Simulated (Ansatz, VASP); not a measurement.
GaAs in VASP and in Ansatz

File INCAR:

```
SYSTEM = GaAs
PREC = Accurate ; ENCUT = 520
EDIFF = 1E-6 ; ISMEAR = 1
SIGMA = 0.16 ; LREAL = .FALSE.
LASPH = .TRUE. ; NELM = 60
ALGO = Normal ; ISIF = 2
LWAVE = .FALSE. ; LCHARG = .TRUE.
GGA = PE ; LELF = .TRUE.
LVHAR = .TRUE. ; NBANDS = 16
```

File KPOINTS:

```
Automatic mesh
0
G
  4 4 4
  0 0 0
```

File POSCAR:

```
GaAs
1.0
    0.0000000000      2.8750910496      2.8750910496
    2.8750910496      0.0000000000      2.8750910496
    2.8750910496      2.8750910496      0.0000000000
Ga As
1 1
Direct
    0.0000000000      0.0000000000      0.0000000000
    0.2500000000      0.2500000000      0.2500000000
```

Input for Ansatz:

```yaml
crystal:
  lattice:
    - [0.0, 2.8750910496, 2.8750910496]
    - [2.8750910496, 0.0, 2.8750910496]
    - [2.8750910496, 2.8750910496, 0.0]
  atoms:
    - { symbol: Ga, position: [0.0, 0.0, 0.0] }
    - { symbol: As, position: [0.25, 0.25, 0.25] }
basis:
  ecutwfc: 420
kpoints:
  mp_grid: { grid: [4, 4, 4] }
  band_path: { path: [[0, 0, 0], [0.5, 0, 0], [0.5, 0.5, 0.5]], npoints: 8 }
hamiltonian:
  xc: pbe
scf:
  occupations: { method: cold, width: 0.16 }
output:
  forces: true
  stress: true
  eigenvalues: true
```

Alike in both runs: task single point; functional PBE; k mesh 4 × 4 × 4; no spin polarisation.

|  | VASP | Ansatz |
| --- | --- | --- |
| version | VASP 6.6.1 | Ansatz 0.2.0 |
| potentials or method | VASP PAW PBE potentials, release 64 (Ga_d, As), cutoff 520 eV | scalar-relativistic, plane waves, PAW |
| occupations | methfessel-paxton of order 1, width 0.16 eV | cold, width 0.16 eV |
| valence electrons in the cell | 18 | 28 |

Ansatz gave:

- gap on the k mesh at the Fermi level (eV): 0.13
- least direct gap on the mesh (eV): 0.13
- pressure (GPa): 0.3

Question: Estimate VASP's values.

Answer: gap on the k mesh at the Fermi level (eV): 0.13; least direct gap on the mesh (eV): 0.13; pressure (GPa): 0.4.

VASP's potentials hold 18 valence electrons a cell and Ansatz's 28, so a difference there can come from the potentials and not from the codes.

The k mesh is coarse, so the values compare programs but aren't converged.
